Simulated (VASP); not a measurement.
A run of VASP 6.6.1:

File INCAR:

```
SYSTEM = Sr4O
PREC = Accurate
ENCUT = 520
EDIFF = 1E-6
ISMEAR = 0
SIGMA = 0.1
LREAL = .FALSE.
LASPH = .TRUE.
NELM = 60
ALGO = Normal
ISIF = 2
LWAVE = .FALSE.
LCHARG = .FALSE.
GGA = PE
NBANDS = 31
```

KPOINTS

```
regular mesh
0
G
  6 6 6
  0 0 0
```

POSCAR

```
Sr4O
1.0
    6.1138377971      0.0000000000      0.0000000000
    0.0000000000      6.1138377971      0.0000000000
    0.0000000000      0.0000000000      6.1138377971
Sr O
4 1
Direct
    0.2243433405      0.2243433405      0.2243433405
    0.7756566595      0.7756566595      0.2243433405
    0.7756566595      0.2243433405      0.7756566595
    0.2243433405      0.7756566595      0.7756566595
    0.0000000000      0.0000000000      0.0000000000
```

Potentials or basis: VASP PAW PBE potentials, release 64 (Sr_sv, O).

Command:

```console
$ cat potpaw_PBE.64/Sr_sv/POTCAR potpaw_PBE.64/O/POTCAR > POTCAR
$ mpirun -np 1 vasp_std > vasp.out
```

Hardware: 1 thread of AMD EPYC 9R14 (Zen 4), with other jobs on the host.

**Question.** Estimate the wall time of this run.

**Answer.** Run time: 98 s on 1 thread of AMD EPYC 9R14 (Zen 4), with other jobs on the host, peak memory 0.35 GiB. Counts: scf iterations 15, k points 20.
